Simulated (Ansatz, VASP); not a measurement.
## SiC: VASP beside Ansatz

```
Si C
1.0
     3.07881    0.00000    0.00000
    -1.53940    2.66632    0.00000
     0.00000    0.00000   23.80000
Si C
1 1
Direct
  0.33333 0.66667 0.29412
  0.66667 0.33333 0.29412
```

Alike in both runs: functional r2SCAN; k mesh 12 × 12 × 1; occupations gaussian, width 0.03 eV; no spin polarisation.

Ansatz relaxed the structure, and its values are those at the end. VASP's run is a single point on that final structure, the one shown.

|  | VASP | Ansatz |
| --- | --- | --- |
| version | VASP 6.6.1 | Ansatz 0.2.0 |
| potentials or method | VASP PAW PBE potentials, release 64 (Si, C), cutoff 580 eV | scalar-relativistic, plane waves, PAW |
| valence electrons in the cell | 8 | 8 |

Ansatz gave:

| Item | Value |
| --- | --- |
| gap on the k mesh at the Fermi level (eV) | 2.87 |
| least direct gap on the mesh (eV) | 2.91 |

Task: Which values does VASP return?

Result: gap on the k mesh at the Fermi level (eV): 2.86; least direct gap on the mesh (eV): 2.90.

VASP's potentials were made for PBE, not for r2SCAN. Ansatz's warnings: slab cell height set, structure snapped to symmetry, xc potential rough in thin density.
